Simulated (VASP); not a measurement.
Input of a VASP 6.6.1 run:

The input INCAR:

```
SYSTEM = Al2Pt
PREC     = Accurate       ! precision mode
ENCUT    = 520            ! plane-wave cutoff, eV
EDIFF    = 1E-7           ! SCF threshold, eV
ISMEAR   = 0              ! smearing method
SIGMA    = 0.2            ! smearing width, eV
LREAL    = .FALSE.        ! projectors in reciprocal space
LASPH    = .TRUE.         ! aspherical terms in the spheres
NELM     = 100            ! most SCF steps
ALGO     = Normal         ! electronic algorithm
ISIF     = 2              ! what is computed and relaxed
LWAVE    = .FALSE.        ! write WAVECAR
LCHARG   = .FALSE.        ! write CHGCAR
GGA      = PE             ! functional
NBANDS   = 15             ! bands
```

KPOINTS

```
Automatic mesh
0
G
  7 7 3
  0 0 0
```

Contents of POSCAR:

```
Al2Pt
1.0
    2.7350916966      0.0000000026      0.0000000000
   -1.3675458505      2.3686588896      0.0000000000
    0.0000000000      0.0000000000      8.1699516799
Al Pt
2 1
Direct
    0.0000000000      0.0000000000      0.6846043535
    0.0000000000      0.0000000000      0.3153956465
    0.0000000000      0.0000000000      0.0000000000
```

Potentials or basis: VASP PAW PBE potentials, release 64 (Al, Pt).

Run with:

```sh
$ cat potpaw_PBE.64/Al/POTCAR potpaw_PBE.64/Pt/POTCAR > POTCAR
$ mpirun -np 1 vasp_std > vasp.out
```

Task: Estimate the band gap on the k mesh.

Result: Zero (band 8 reaches 8.24 eV, above the bottom of band 9 at 6.69 eV).

Task: What does it give for the pressure?

Result: 0.3 GPa.

Task: What does it give for the largest force?

Result: 0.039 eV/Å.

Forces in eV/Å, atoms in the order of the input:
```
Al   0.000  0.000  0.039
Al   0.000  0.000 -0.039
Pt   0.000  0.000  0.000
```

Caveat: the k points lie up to 0.38 Å⁻¹ apart; spin-orbit coupling is left out, which moves the levels of the heavy elements.
